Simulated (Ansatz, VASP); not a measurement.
## BaTiO3: VASP beside Ansatz

Contents of INCAR:

```
ALGO = Normal
EDIFF = 1E-6
ENCUT = 520
GGA = PE
ISIF = 2
ISMEAR = 0
LASPH = True
LCHARG = True
LDAU = True
LDAUJ = 0 0 0
LDAUL = -1 2 -1
LDAUPRINT = 1
LDAUTYPE = 2
LDAUU = 0 1 0
LELF = True
LMAXMIX = 4
LREAL = False
LVHAR = True
LWAVE = False
NBANDS = 28
NELM = 150
PREC = Accurate
SIGMA = 0.01
```

The input KPOINTS:

```
k-points
0
Gamma
  6 6 6
```

File POSCAR:

```
BaTiO3
1.0
    3.9998000000      0.0000000000      0.0000000000
    0.0000000000      3.9998000000      0.0000000000
    0.0000000000      0.0000000000      4.0180000000
Ba Ti O
1 1 3
Direct
    0.0000000000      0.0000000000      0.0000000000
    0.5000000000      0.5000000000      0.4900000000
    0.5000000000      0.5000000000      0.0190000000
    0.5000000000      0.0000000000      0.5170000000
    0.0000000000      0.5000000000      0.5170000000
```

Input for Ansatz:

```yaml
crystal:
  lattice:
    - [3.9998, 0.0, 0.0]
    - [0.0, 3.9998, 0.0]
    - [0.0, 0.0, 4.018]
  atoms:
    - { symbol: Ba, position: [0.0, 0.0, 0.0] }
    - { symbol: Ti, position: [0.5, 0.5, 0.49] }
    - { symbol: O, position: [0.5, 0.5, 0.019] }
    - { symbol: O, position: [0.5, 0.0, 0.517] }
    - { symbol: O, position: [0.0, 0.5, 0.517] }
kpoints:
  mp_grid:
    grid: [6, 6, 6]
hamiltonian:
  xc: pbe
  hubbard:
    - { species: Ti, l: d, u_eff: 1.0 }
scf:
  occupations:
    method: fixed
output:
  eigenvalues: true
```

Alike in both runs: task single point; functional PBE; k mesh 6 × 6 × 6; no spin polarisation; Hubbard terms Ti d U = 1.0 eV.

```csv
,VASP,Ansatz
version,VASP 6.6.1,Ansatz 0.2.0
potentials or method,"VASP PAW PBE potentials, release 64 (Ba_sv, Ti_sv, O)","plane waves, PAW"
plane-wave cutoff (eV),520,420
occupations,"gaussian, width 0.01 eV",fixed
valence electrons in the cell,40,40
```

```csv
,VASP,Ansatz,Ansatz less VASP
gap on the k mesh at the Fermi level (eV),1.88,1.94,+0.056
```

The programs project onto different local orbitals, so the same U acts differently, and such runs can settle in different states.

Spin-orbit coupling is off throughout.
